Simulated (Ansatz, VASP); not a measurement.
One calculation of As, two programs

INCAR

```
  PREC = Accurate
  ENCUT = 600
  EDIFF = 1E-6
  ISMEAR = -1
  SIGMA = 0.05
  LREAL = F
  LASPH = T
  NELM = 80
  ALGO = Normal
  ISIF = 3
  LWAVE = F
  LCHARG = F
  GGA = PE
  IBRION = 2
  NSW = 45
  EDIFFG = -0.005
```

KPOINTS

```
Automatic mesh
0
Gamma
  17 17 17
```

POSCAR

```
As
1.0
    0.0000000000      2.1304909828      2.1304909828
    2.1304909828      0.0000000000      2.1304909828
    2.1304909828      2.1304909828      0.0000000000
As
1
Direct
    0.0000000000      0.0000000000      0.0000000000
```

Input for Ansatz:

```yaml
crystal:
  lattice:
    - [0.0, 2.1304909828, 2.1304909828]
    - [2.1304909828, 0.0, 2.1304909828]
    - [2.1304909828, 2.1304909828, 0.0]
  atoms:
    - { symbol: As, position: [0.0, 0.0, 0.0] }
kpoints:
  mp_grid: { grid: [17, 17, 17] }
scf:
  occupations: { method: fermi_dirac, width: 0.05 }
hamiltonian:
  xc: pbe
  pseudopotentials:
    kind: all_electron
    lapw: { basis_error: 0.0005 }
    relativity: none
output:
  forces: true
  stress: true
  eigenvalues: true
  populations: true
relax:
  f_tol: 0.005
  max_steps: 25
  cell: {}
```

Alike in both runs: task relaxation of cell and atoms; functional PBE; k mesh 17 × 17 × 17; occupations fermi-dirac, width 0.05 eV; no spin polarisation.

```csv
,VASP,Ansatz
version,VASP 6.6.1,Ansatz 0.2.0
potentials or method,"VASP PAW PBE potentials, release 64 (As), cutoff 600 eV","all-electron LAPW, non-relativistic"
```

Ansatz gave:

| Property | Result |
| --- | --- |
| relaxed volume (Å³/atom) | 19.40 |
| relaxed cell length with the largest relative difference (Å) | 3.016 |

Q: What did VASP give for the same quantities?

A: Relaxed volume (Å³/atom): 19.34; relaxed cell length with the largest relative difference (Å): 3.013.

Ansatz ran all-electron here, and VASP with PAW potentials.

Noted on VASP's run: the relaxation stopped at its first step, so nothing moved.
